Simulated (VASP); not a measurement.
# AlCu3 (Pm-3m) in VASP: single point with r2SCAN

Aim: the single point of AlCu3 with r2SCAN.

Everything below comes from runs of VASP 6.6.1. Logs are shortened: lines on timing, memory, paths and dates and some standing lists are left out, and cuts for length are marked.

### 1 The cell of the first run

It takes space group Pm-3m (No. 221, cubic). The conventional cell has a = 3.642 Å, b = 3.642 Å, c = 3.642 Å, α = 90.00°, β = 90.00°, γ = 90.00°. Al (site symmetry m-3m) has 12 Cu at 2.58 Å within 3.4 Å. Cu (site symmetry 4/mmm) has 4 Al at 2.58 Å and 8 Cu at 2.58 Å within 3.4 Å.

### 2 Single point, r2SCAN

The input, POSCAR:

```
AlCu3
1.0
    3.6422655111      0.0000000000      0.0000000000
    0.0000000000      3.6422655111      0.0000000000
    0.0000000000      0.0000000000      3.6422655111
Al Cu
1 3
Direct
    0.0000000000      0.0000000000      0.0000000000
    0.5000000000      0.5000000000      0.0000000000
    0.5000000000      0.0000000000      0.5000000000
    0.0000000000      0.5000000000      0.5000000000
```

The input, INCAR.step1:

```
  PREC = Accurate
  ENCUT = 520
  ISMEAR = -1
  SIGMA = 0.15
  LREAL = False
  LASPH = True
  NELM = 80
  NBANDS = 26
  GGA = PE
  ALGO = Normal
  EDIFF = 1E-4
  LWAVE = True
  LCHARG = False
```

The input, INCAR.step2:

```
  PREC = Accurate
  ENCUT = 520
  EDIFF = 1E-7
  ISMEAR = -1
  SIGMA = 0.15
  LREAL = False
  LASPH = True
  NELM = 80
  ALGO = Normal
  ISIF = 2
  LWAVE = False
  LCHARG = True
  METAGGA = R2SCAN
  LMIXTAU = True
  LELF = True
  LVHAR = True
  NBANDS = 26
  ISTART = 1
```

The input, KPOINTS:

```
Automatic mesh
0
Gamma
  12 12 12
```

Potentials or basis: VASP PAW PBE potentials, release 64 (Al, Cu).

Started as:

```bash
cat potpaw_PBE.64/Al/POTCAR potpaw_PBE.64/Cu/POTCAR > POTCAR
cp INCAR.step1 INCAR
mpirun -np 1 vasp_std > vasp.out
cp INCAR.step2 INCAR
mpirun -np 1 vasp_std > vasp.out
```

OUTCAR:

```text
PREC = Accurate
   ENCUT = 520
   EDIFF = 1E-7
   ISMEAR = -1
   LREAL = False
   LASPH = True
   NELM = 80
   ISIF = 2
   METAGGA = R2SCAN
   ISTART = 1

 ion  position               nearest neighbor table
   1  0.000  0.000  0.000-   2 2.58   3 2.58   4 2.58   3 2.58   4 2.58   2 2.58   4 2.58   4 2.58
                             2 2.58   3 2.58   3 2.58   2 2.58
   2  0.500  0.500  0.000-   1 2.58   3 2.58   4 2.58   3 2.58   4 2.58   1 2.58   3 2.58   3 2.58
                             1 2.58   4 2.58   4 2.58   1 2.58
   3  0.500  0.000  0.500-   1 2.58   2 2.58   4 2.58   1 2.58   2 2.58   2 2.58   4 2.58   2 2.58
                             1 2.58   4 2.58   1 2.58   4 2.58
   4  0.000  0.500  0.500-   1 2.58   2 2.58   3 2.58   1 2.58   2 2.58   1 2.58   3 2.58   1 2.58
                             2 2.58   3 2.58   2 2.58   3 2.58

  LATTYP: Found a simple cubic cell.
 ALAT       =     3.6422655111

  Lattice vectors:

 A1 = (   3.6422655111,   0.0000000000,   0.0000000000)
 A2 = (   0.0000000000,   3.6422655111,   0.0000000000)
 A3 = (   0.0000000000,   0.0000000000,   3.6422655111)

Analysis of symmetry for initial positions (statically):
=====================================================================
 Subroutine PRICEL returns:
 Original cell was already a primitive cell.

 Routine SETGRP: Setting up the symmetry group for a
 simple cubic supercell.

 Subroutine GETGRP returns: Found 48 space group operations
 (whereof 48 operations were pure point group operations)
 out of a pool of 48 trial point group operations.

The static configuration has the point symmetry O_h .

Analysis of symmetry for dynamics (positions and initial velocities):
=====================================================================
 Subroutine PRICEL returns:
 Original cell was already a primitive cell.

 Routine SETGRP: Setting up the symmetry group for a
 simple cubic supercell.

 Subroutine GETGRP returns: Found 48 space group operations
 (whereof 48 operations were pure point group operations)
 out of a pool of 48 trial point group operations.

The dynamic configuration has the point symmetry O_h .

 Subroutine INISYM returns: Found 48 space group operations
 (whereof 48 operations are pure point group operations),
 and found     1 'primitive' translations

----------------------------------------------------------------------------------------

                                     Primitive cell

  volume of cell :      48.3187

  direct lattice vectors                    reciprocal lattice vectors
     3.642265511  0.000000000  0.000000000     0.274554394  0.000000000  0.000000000
[... 93 lines left out ...]
   NSW    =      0    number of steps for IOM
   IBRION =     -1    ionic relax: 0-MD 1-quasi-New 2-CG
   NFREE  =      0    steps in history (QN), initial steepest desc. (CG)
   ISIF   =      2    stress and relaxation
   ISYM   =      2    0-nonsym 1-usesym 2-fastsym
   POTIM  = 0.5000    time-step for ionic-motion
   TEBEG  =    0.0;   TEEND  =   0.0 temperature during run
   PSTRESS=    0.0 pullay stress
   NELECT =      36.0000    total number of electrons
   NUPDOWN=      -1.0000    fix difference up-down
   EMIN   =  10.00;   EMAX   =-10.00  energy-range for DOS
   EFERMI =   0.00;   METHOD = LEGACY
   ISMEAR =    -1;   SIGMA  =   0.15  broadening in eV -4-tet -1-fermi 0-gaus
   EFERMI_NEDOS =   21; number of points for ismear=-14 and -15
   IALGO  =     38    algorithm
   IMIX   =      4    mixing-type and parameters
     AMIX     =   0.40;   BMIX     =  1.00
     AMIX_MAG =   1.60;   BMIX_MAG =  1.00
  volume/ion in A,a.u.               =      12.08        81.52
  Fermi-wavevector in a.u.,A,eV,Ry     =   1.484126  2.804591 29.968594  2.202630
  Thomas-Fermi vector in A             =   2.597702
   LORBIT       =      0    0 simple, 1 ext, 2 COOP (PROOUT), +10 PAW based schemes
   METAGGA = R2SCAN    functional components
   LHFCALC =     F    Hartree Fock is set to
   AEXX    =    0.0000 exact exchange contribution
   IVDW    =     0    specifies the selected vdW correction
   LEPSILON=     F    determine dielectric tensor
   LRPA    =     F    only Hartree local field effects (RPA)
 non-spin polarized calculation
  energy-cutoff  :      520.00
  volume of cell :       48.32
 maximum number of plane-waves:      1332
 NGX is ok and might be reduce to    28
   NGX = 13   NGY = 13   NGZ = 13

 number of electron      36.0000008 magnetization

 Free energy of the ion-electron system (eV)
  ---------------------------------------------------
  ext. energy  EPLUGINS =         0.00000000
  ---------------------------------------------------
  free energy    TOTEN  =       -40.01528280 eV

  energy without entropy =      -39.93378394  energy(sigma->0) =      -39.97453337

 E-fermi :   8.5133     XC(G=0): -13.3340

 val. band max:        8.4524221503   @ k =   0.2500   0.1667   0.1667
 cond. band min:       8.5693173361   @ k =   0.1667   0.0833   0.0833
 fundamental gap:      0.1168951858
 Fermi energy:         8.5132920827

 k-point     1 :       0.0000    0.0000    0.0000
  band No.  band energies     occupation
      1      -2.6371      2.00000
      2       2.9381      2.00000
      3       3.5021      2.00000
      4       3.5021      2.00000
      5       3.8086      2.00000
      6       3.8086      2.00000
[... 685 lines left out ...]
     25      18.9228      0.00000
     26      19.7477      0.00000

 [... further k-points ...]

------------------------ aborting loop because EDIFF is reached ----------------------------------------

  FORCE on cell =-STRESS in cart. coord.  units (eV):
  Direction    XX          YY          ZZ          XY          YZ          ZX
  --------------------------------------------------------------------------------------
  -------------------------------------------------------------------------------------
  Total        0.1047004      0.1047004      0.1047004     -0.0000000      0.0000000     -0.0000000
  in kB        3.4717170      3.4717170      3.4717170     -0.0000000      0.0000000     -0.0000000
  external PRESSURE =       3.4717170 kB  Pullay stress =       0.0000000 kB

 VOLUME and BASIS-vectors are now :
 -----------------------------------------------------------------------------
  energy-cutoff  :      520.00
  volume of cell :       48.32
      direct lattice vectors                 reciprocal lattice vectors
     3.642265511  0.000000000  0.000000000     0.274554394  0.000000000  0.000000000
     0.000000000  3.642265511  0.000000000     0.000000000  0.274554394  0.000000000
     0.000000000  0.000000000  3.642265511     0.000000000  0.000000000  0.274554394

 POSITION                                       TOTAL-FORCE (eV/Angst)
 -----------------------------------------------------------------------------------
      0.00000      0.00000      0.00000         0.000000      0.000000      0.000000
      1.82113      1.82113      0.00000         0.000000      0.000000      0.000000
      1.82113      0.00000      1.82113         0.000000      0.000000      0.000000
      0.00000      1.82113      1.82113         0.000000      0.000000      0.000000
 -----------------------------------------------------------------------------------
    total drift:                                0.000000      0.000000      0.000000

  FREE ENERGIE OF THE ION-ELECTRON SYSTEM (eV)
  ---------------------------------------------------
  free  energy   TOTEN  =       -40.0152827980 eV

  energy  without entropy=      -39.9337839383  energy(sigma->0) =      -39.97453337
```

OUTCAR.step1:

```text
PREC = Accurate
   ENCUT = 520
   ISMEAR = -1
   LREAL = False
   LASPH = True
   NELM = 80
[... 927 lines left out ...]
      1.82113      1.82113      0.00000         0.000000      0.000000      0.000000
      1.82113      0.00000      1.82113         0.000000      0.000000      0.000000
      0.00000      1.82113      1.82113         0.000000      0.000000      0.000000
 -----------------------------------------------------------------------------------
    total drift:                                0.000000      0.000000      0.000000

  FREE ENERGIE OF THE ION-ELECTRON SYSTEM (eV)
  ---------------------------------------------------
  free  energy   TOTEN  =       -15.6536156688 eV

  energy  without entropy=      -15.5677244257  energy(sigma->0) =      -15.61067005
```

Run time: 5.4 min. Hardware: 1 thread of Intel Xeon Platinum 8259CL at 2.50GHz (Skylake/Cascade Lake), shared host; peak memory 0.22 GiB.

What came out:

* Free energy: -40.0153 eV
* Pressure: 0.3 GPa
* Band gap on the k mesh: zero (bands 18 and 19 overlap by 5.80 eV)

Caveat: the PAW data sets were made with another functional, which shifts forces and pressure a little.

The gap in the log of VASP goes by the Fermi energy; the results here count the filled bands.